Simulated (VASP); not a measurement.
# SiHg (Pm-3m) in VASP: notebook, part 2 of 2

VASP 6.6.1.

**4. Single point, PBE**

This run uses another cell than the first one, of 20.99 Å³/atom.

Input file INCAR:

```
PREC = Accurate ; ENCUT = 520
EDIFF = 1E-6 ; ISMEAR = 0
SIGMA = 0.1 ; LREAL = False
LASPH = True ; NELM = 100
ALGO = Normal ; ISIF = 2
LWAVE = False ; LCHARG = True
GGA = PE ; LELF = True
LVHAR = True ; NBANDS = 15
```

Input file KPOINTS:

```
Automatic mesh
0
Gamma
  6 6 6
```

Input file POSCAR:

```
SiHg
1.0
    3.4754331500      0.0000000000      0.0000000000
    0.0000000000      3.4754331500      0.0000000000
    0.0000000000      0.0000000000      3.4754331500
Si Hg
1 1
Direct
    0.0000000000      0.0000000000      0.0000000000
    0.5000000000      0.5000000000      0.5000000000
```

Potentials or basis: VASP PAW PBE potentials, release 64 (Si, Hg).

Started as:

```bash
cat potpaw_PBE.64/Si/POTCAR potpaw_PBE.64/Hg/POTCAR > POTCAR
mpirun -np 1 vasp_std > vasp.out
```

OUTCAR:

```text
PREC = Accurate
   ENCUT = 520
   EDIFF = 1E-6
   ISMEAR = 0
   LREAL = False
   LASPH = True
   NELM = 100
   ISIF = 2
   GGA = PE

 ion  position               nearest neighbor table
   1  0.000  0.000  0.000-   2 3.01   2 3.01   2 3.01   2 3.01   2 3.01   2 3.01   2 3.01   2 3.01

   2  0.500  0.500  0.500-   1 3.01   1 3.01   1 3.01   1 3.01   1 3.01   1 3.01   1 3.01   1 3.01

  LATTYP: Found a simple cubic cell.
 ALAT       =     3.4754331500

  Lattice vectors:

 A1 = (   3.4754331500,   0.0000000000,   0.0000000000)
 A2 = (   0.0000000000,   3.4754331500,   0.0000000000)
 A3 = (   0.0000000000,   0.0000000000,   3.4754331500)

Analysis of symmetry for initial positions (statically):
=====================================================================
 Subroutine PRICEL returns:
 Original cell was already a primitive cell.

 Routine SETGRP: Setting up the symmetry group for a
 simple cubic supercell.

 Subroutine GETGRP returns: Found 48 space group operations
 (whereof 48 operations were pure point group operations)
 out of a pool of 48 trial point group operations.

The static configuration has the point symmetry O_h .

Analysis of symmetry for dynamics (positions and initial velocities):
=====================================================================
 Subroutine PRICEL returns:
 Original cell was already a primitive cell.

 Routine SETGRP: Setting up the symmetry group for a
 simple cubic supercell.

 Subroutine GETGRP returns: Found 48 space group operations
 (whereof 48 operations were pure point group operations)
 out of a pool of 48 trial point group operations.

The dynamic configuration has the point symmetry O_h .

 Subroutine INISYM returns: Found 48 space group operations
 (whereof 48 operations are pure point group operations),
 and found     1 'primitive' translations

----------------------------------------------------------------------------------------

                                     Primitive cell

  volume of cell :      41.9785

  direct lattice vectors                    reciprocal lattice vectors
     3.475433150  0.000000000  0.000000000     0.287733919  0.000000000  0.000000000
     0.000000000  3.475433150  0.000000000     0.000000000  0.287733919  0.000000000
     0.000000000  0.000000000  3.475433150     0.000000000  0.000000000  0.287733919

  length of vectors
     3.475433150  3.475433150  3.475433150     0.287733919  0.287733919  0.287733919

  position of ions in fractional coordinates (direct lattice)
     0.000000000  0.000000000  0.000000000
     0.500000000  0.500000000  0.500000000

  ion indices of the primitive-cell ions
   primitive index   ion index
                 1           1
                 2           2

----------------------------------------------------------------------------------------

 KPOINTS: Automatic mesh

Automatic generation of k-mesh.
 Grid dimensions read from file:
 generate k-points for:    6    6    6

 Generating k-lattice:

  Cartesian coordinates                     Fractional coordinates (reciprocal lattice)
     0.047955653  0.000000000  0.000000000     0.166666667  0.000000000  0.000000000
[... 37 lines left out ...]
   number of dos      NEDOS =    301   number of ions     NIONS =      2
   total plane-waves  NPLWV =  21952
   dimension x,y,z NGX =    28 NGY =   28 NGZ =   28
   dimension x,y,z NGXF=    56 NGYF=   56 NGZF=   56
   ions per type =               1   1
   NGX,Y,Z   is equivalent  to a cutoff of  13.39, 13.39, 13.39 a.u.
   NGXF,Y,Z  is equivalent  to a cutoff of  26.79, 26.79, 26.79 a.u.
 SYSTEM =  unknown system
   PREC   = accura    normal or accurate (medium, high low for compatibility)
   ISTART =      0    job   : 0-new  1-cont  2-samecut
   ICHARG =      2    charge: 1-file 2-atom 10-const
   ISPIN  =      1    spin polarized calculation?
   LNONCOLLINEAR =      F non collinear calculations
   LSORBIT =      F    spin-orbit coupling
   LASPH  =      T    aspherical Exc in radial PAW
   ENCUT  =  520.0 eV  38.22 Ry    6.18 a.u.   6.46  6.46  6.46*2*pi/ulx,y,z
   NELM   =    100;   NELMIN=  2; NELMDL= -5     # of ELM steps
   EDIFF  = 0.1E-05   stopping-criterion for ELM
   LREAL  =      F    real-space projection
   EDIFFG = 0.1E-04   stopping-criterion for IOM
   NSW    =      0    number of steps for IOM
   IBRION =     -1    ionic relax: 0-MD 1-quasi-New 2-CG
   NFREE  =      0    steps in history (QN), initial steepest desc. (CG)
   ISIF   =      2    stress and relaxation
   ISYM   =      2    0-nonsym 1-usesym 2-fastsym
   POTIM  = 0.5000    time-step for ionic-motion
   TEBEG  =    0.0;   TEEND  =   0.0 temperature during run
   PSTRESS=    0.0 pullay stress
   NELECT =      16.0000    total number of electrons
   NUPDOWN=      -1.0000    fix difference up-down
   EMIN   =  10.00;   EMAX   =-10.00  energy-range for DOS
   EFERMI =   0.00;   METHOD = LEGACY
   ISMEAR =     0;   SIGMA  =   0.10  broadening in eV -4-tet -1-fermi 0-gaus
   EFERMI_NEDOS =   21; number of points for ismear=-14 and -15
   IALGO  =     38    algorithm
   IMIX   =      4    mixing-type and parameters
     AMIX     =   0.40;   BMIX     =  1.00
     AMIX_MAG =   1.60;   BMIX_MAG =  1.00
  volume/ion in A,a.u.               =      20.99       141.64
  Fermi-wavevector in a.u.,A,eV,Ry     =   1.186969  2.243045 19.169172  1.408894
  Thomas-Fermi vector in A             =   2.323130
   LORBIT       =      0    0 simple, 1 ext, 2 COOP (PROOUT), +10 PAW based schemes
   GGA     = PE    functional components
   LHFCALC =     F    Hartree Fock is set to
   AEXX    =    0.0000 exact exchange contribution
   IVDW    =     0    specifies the selected vdW correction
   LEPSILON=     F    determine dielectric tensor
   LRPA    =     F    only Hartree local field effects (RPA)
 non-spin polarized calculation
 Gauss-broadening in eV      SIGMA  =   0.10
  energy-cutoff  :      520.00
  volume of cell :       41.98
 maximum number of plane-waves:      1146
 NGX is ok and might be reduce to    28
   NGX = 13   NGY = 13   NGZ = 13

 number of electron      15.9999997 magnetization

 Free energy of the ion-electron system (eV)
  ---------------------------------------------------
  ext. energy  EPLUGINS =         0.00000000
  ---------------------------------------------------
  free energy    TOTEN  =        -4.25592997 eV

  energy without entropy =       -4.24146154  energy(sigma->0) =       -4.24869576

 E-fermi :   4.7032     XC(G=0): -10.6429

 val. band max:        4.6550001665   @ k =   0.1667   0.1667   0.1667
 cond. band min:       4.7338783785   @ k =   0.3333   0.1667   0.0000
 fundamental gap:      0.0788782120
 Fermi energy:         4.7031817620

 k-point     1 :       0.0000    0.0000    0.0000
  band No.  band energies     occupation
      1      -6.0865      2.00000
      2      -2.6847      2.00000
      3      -2.6847      2.00000
      4      -1.8392      2.00000
      5      -1.8392      2.00000
      6      -1.8392      2.00000
      7       5.6409      0.00000
      8       5.6770      0.00000
      9       5.6770      0.00000
     10       5.6770      0.00000
     11      10.8730      0.00000
     12      10.8730      0.00000
     13      17.6247      0.00000
     14      17.6247      0.00000
[... 329 lines left out ...]
      2      -2.9408      2.00000
      3      -2.9408      2.00000
      4      -1.4343      2.00000
      5      -1.4343      2.00000
      6      -0.1776      2.00000
      7       4.6428      1.60648
      8       5.1973      0.00000
      9       5.1973      0.00000
     10       5.1973      0.00000
     11       5.7416      0.00000
     12       5.7416      0.00000
     13       5.7416      0.00000
     14      22.0656      0.00000
     15      22.0656      0.00000

------------------------ aborting loop because EDIFF is reached ----------------------------------------

  FORCE on cell =-STRESS in cart. coord.  units (eV):
  Direction    XX          YY          ZZ          XY          YZ          ZX
  --------------------------------------------------------------------------------------
  -------------------------------------------------------------------------------------
  Total       -0.3657642     -0.3657642     -0.3657642     -0.0000000      0.0000000      0.0000000
  in kB      -13.9599840    -13.9599840    -13.9599840     -0.0000000      0.0000000      0.0000000
  external PRESSURE =     -13.9599840 kB  Pullay stress =       0.0000000 kB

 VOLUME and BASIS-vectors are now :
 -----------------------------------------------------------------------------
  energy-cutoff  :      520.00
  volume of cell :       41.98
      direct lattice vectors                 reciprocal lattice vectors
     3.475433150  0.000000000  0.000000000     0.287733919  0.000000000  0.000000000
     0.000000000  3.475433150  0.000000000     0.000000000  0.287733919  0.000000000
     0.000000000  0.000000000  3.475433150     0.000000000  0.000000000  0.287733919

 POSITION                                       TOTAL-FORCE (eV/Angst)
 -----------------------------------------------------------------------------------
      0.00000      0.00000      0.00000         0.000000      0.000000      0.000000
      1.73772      1.73772      1.73772         0.000000      0.000000      0.000000
 -----------------------------------------------------------------------------------
    total drift:                                0.000000      0.000000      0.000000

  FREE ENERGIE OF THE ION-ELECTRON SYSTEM (eV)
  ---------------------------------------------------
  free  energy   TOTEN  =        -4.2559299740 eV

  energy  without entropy=       -4.2414615367  energy(sigma->0) =       -4.24869576
```

Wall time 13 s (1 thread of Intel Xeon Platinum 8259CL at 2.50GHz (Skylake/Cascade Lake), shared host); peak memory 0.16 GiB.

What came out:

* Free energy: -4.2559 eV
* Pressure: -1.4 GPa
* Band gap on the k mesh: zero (bands 8 and 9 overlap by 6.20 eV)

Caveat: spin-orbit coupling is left out, which moves the levels of the heavy elements.

**5. Summary**

| task | cell | k mesh | cutoff (eV) | gap on the mesh (eV) | pressure (GPa) |
| --- | --- | --- | --- | --- | --- |
| single point | a = 3.449 Å, 2 atoms | 16 × 16 × 16 | 520 | none | 0.2 |
| relaxation of cell and atoms | relaxed from a = 3.475 Å, 2 atoms | 16 × 16 × 16 | 600 | none | 0.0 |
| single point | a = 3.475 Å, 2 atoms | 6 × 6 × 6 | 520 | none | -1.4 |

Alike in all rows: level PBE; potentials or basis VASP PAW PBE potentials, release 64 (Si, Hg); no spin polarisation; smearing gaussian 0.1 eV.

Caveats: spin-orbit coupling is left out, which moves the levels of the heavy elements.

Absolute energies hang on the potentials; compare differences alone.
